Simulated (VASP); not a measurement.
Runs of VASP 6.6.1 on CdSeS3. The structure is that of space group Pm-3m (No. 221), or close to it. The cells are those of the table. 

```csv
task,cell,k mesh,cutoff (eV),gap on the mesh (eV),pressure (GPa),relaxed volume (Å³/atom)
relaxation of cell and atoms,"relaxed from a = 5.157 Å, 5 atoms",4 × 4 × 4,600,none,0.0,22.50
relaxation of cell and atoms,"relaxed from a = 4.834 Å, 5 atoms",8 × 8 × 8,600,none,0.0,22.22
single point,"a = 4.834 Å, 5 atoms",4 × 4 × 4,520,none,-0.2,-
single point,"a = 5.157 Å, 5 atoms",4 × 4 × 4,520,none,(a),-
single point,"a = 4.808 Å, 5 atoms",8 × 8 × 8,520,none,0.0,-
```

Alike in all rows: level PBE; potentials or basis VASP PAW PBE potentials, release 64 (Cd, Se, S); no spin polarisation; smearing gaussian 0.1 eV.

Problem. Estimate the missing entries.

Solution. (a) -6.3.

Caveats: the volume moved by over 15 % at a fixed basis, so the end points are rough (some runs).

A k mesh can miss the band edges, and the runs leave out spin-orbit coupling on Cd, Se.

A gap of «none» marks levels without a gap at the run's occupations.
